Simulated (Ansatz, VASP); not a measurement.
## One calculation of Sb, two programs

```
CELL_PARAMETERS angstrom
2.17060 1.25320 3.87109
-2.17060 1.25320 3.87109
0.00000 -2.50640 3.87109
ATOMIC_POSITIONS crystal
Sb 0.23130 0.23130 0.23130
Sb 0.76870 0.76870 0.76870
```

Alike in both runs: task single point; functional r2SCAN; k mesh 9 × 9 × 9; occupations gaussian, width 0.3 eV; no spin polarisation.

|  | VASP | Ansatz |
| --- | --- | --- |
| version | VASP 6.6.1 | Ansatz 0.2.0 |
| potentials or method | VASP PAW PBE potentials, release 64 (Sb), cutoff 520 eV | plane waves (500 eV) with PAW, scalar-relativistic |
| valence electrons in the cell | 10 | 30 |

```tsv
	VASP	Ansatz	Ansatz less VASP
pressure (GPa)	0.1	0.0	-0.11
```

VASP's potentials were made for PBE, not for r2SCAN. VASP's potentials hold 10 valence electrons a cell and Ansatz's 30, so a difference there can come from the potentials and not from the codes.

Neither program's run includes spin-orbit coupling.
